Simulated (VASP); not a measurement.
Write the native input for VASP 6.6.1 that does the following.

- Task: single point
- Functional: revPBE
- Dispersion: D3(BJ)
- Potentials or basis: VASP PAW PBE potentials, release 64 (W_sv, S)
- Cutoff: 520 eV
- k mesh: 9 × 9 × 9
- Occupations: fermi-dirac, width 0.05 eV
- Spin: no spin polarisation
- Dipole correction: no
- Further INCAR settings: ALGO = Normal; EDIFF = 1e-06; NBANDS = 17

The structure of WS lies in POSCAR:

```
WS
1.0
    2.9593390072      0.0000000000      0.0000000000
    0.0000000000      2.9593390072      0.0000000000
    0.0000000000      0.0000000000      2.9593390072
W S
1 1
Direct
    0.5000000000      0.5000000000      0.5000000000
    0.0000000000      0.0000000000      0.0000000000
```

These files were run (other wordings do the same):

INCAR

```
ALGO     = Normal         # electronic algorithm
EDIFF    = 1E-6           # SCF threshold, eV
ENCUT    = 520            # plane-wave cutoff, eV
GGA      = RE             # functional
ISIF     = 2              # what is computed and relaxed
ISMEAR   = -1             # smearing method
IVDW     = 12             # dispersion correction
LASPH    = True           # aspherical terms in the spheres
LCHARG   = False          # write CHGCAR
LREAL    = False          # projectors in reciprocal space
LWAVE    = False          # write WAVECAR
NBANDS   = 17             # bands
NELM     = 60             # most SCF steps
PREC     = Accurate       # precision mode
SIGMA    = 0.05           # smearing width, eV
```

KPOINTS

```
k-points
0
Gamma
  9 9 9
```

Potentials or basis: VASP PAW PBE potentials, release 64 (W_sv, S).

The run is started by

```bash
$ cat potpaw_PBE.64/W_sv/POTCAR potpaw_PBE.64/S/POTCAR > POTCAR
$ mpirun -np 1 vasp_std > vasp.out
```

It gave:

- Pressure: 0.3 GPa
- Band gap on the k mesh: zero (band 10 reaches 15.45 eV, above the bottom of band 11 at 12.75 eV)
- Dispersion energy per atom: -1.228 eV

Caveat: the PAW data sets were made with another functional, which shifts forces and pressure a little; spin-orbit coupling is left out, which moves the levels of the heavy elements; pairwise dispersion overbinds metals, which lowers pressure and volume.

It took 4.4 s on 1 thread of Intel(R) Xeon(R) 6975P-C (Granite Rapids) (shared host), peak memory 0.15 GiB.
